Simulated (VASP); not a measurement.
A run of VASP 6.6.1 is set up as follows.

INCAR

```
PREC = Accurate
ENCUT = 600
EDIFF = 1E-6
ISMEAR = 0
SIGMA = 0.02
LREAL = False
LASPH = True
NELM = 80
ALGO = Normal
ISIF = 3
LWAVE = False
LCHARG = False
GGA = PE
IBRION = 2
NSW = 70
EDIFFG = -0.005
```

The input KPOINTS:

```
Automatic mesh
0
Gamma
  9 9 2
```

POSCAR

```
Te2Mo
1.0
    3.4967380763      0.0000000000      0.0000000000
   -1.7483690381      3.0282640045      0.0000000000
    0.0000000000      0.0000000000     13.7020503281
Te Mo
4 2
Direct
    0.3333333333      0.6666666667      0.1172435443
    0.6666666667      0.3333333333      0.6175254370
    0.6666666667      0.3333333333      0.8827564557
    0.3333333333      0.6666666667      0.3824745630
    0.3333333333      0.6666666667      0.7501434882
    0.6666666667      0.3333333333      0.2498565118
```

Potentials or basis: VASP PAW PBE potentials, release 64 (Te, Mo_sv).

The run is started by

```sh
$ cat potpaw_PBE.64/Te/POTCAR potpaw_PBE.64/Mo_sv/POTCAR > POTCAR
$ mpirun -np 1 vasp_std > vasp.out
```

**Question.** Predict the band gap on the k mesh.

**Answer.** 1.03 eV.

**Question.** Predict the space group after relaxing (to 0.1 Å).

**Answer.** P6_3/mmc (No. 194).

**Question.** What does it give for the relaxed cell?

**Answer.** a = 3.556 Å, b = 3.556 Å, c = 15.247 Å, α = 90.00°, β = 90.00°, γ = 120.00°.

**Question.** Predict the relaxed volume.

**Answer.** 27.83 Å³/atom.

Forces in eV/Å, atoms in the order of the input:
```
Te   0.000  0.000 -0.002
Te   0.000  0.000  0.000
Te   0.000  0.000  0.002
Te   0.000  0.000  0.000
Mo   0.000  0.000 -0.002
Mo   0.000  0.000  0.002
```

Caveat: the volume moved by over 15 % at a fixed basis, so the end points are rough; spin-orbit coupling is left out, which moves the levels of the heavy elements; this functional lacks dispersion, which binds layers or chains, so the pressure and a relaxed spacing across them are unreliable. A k mesh can miss the band edges.
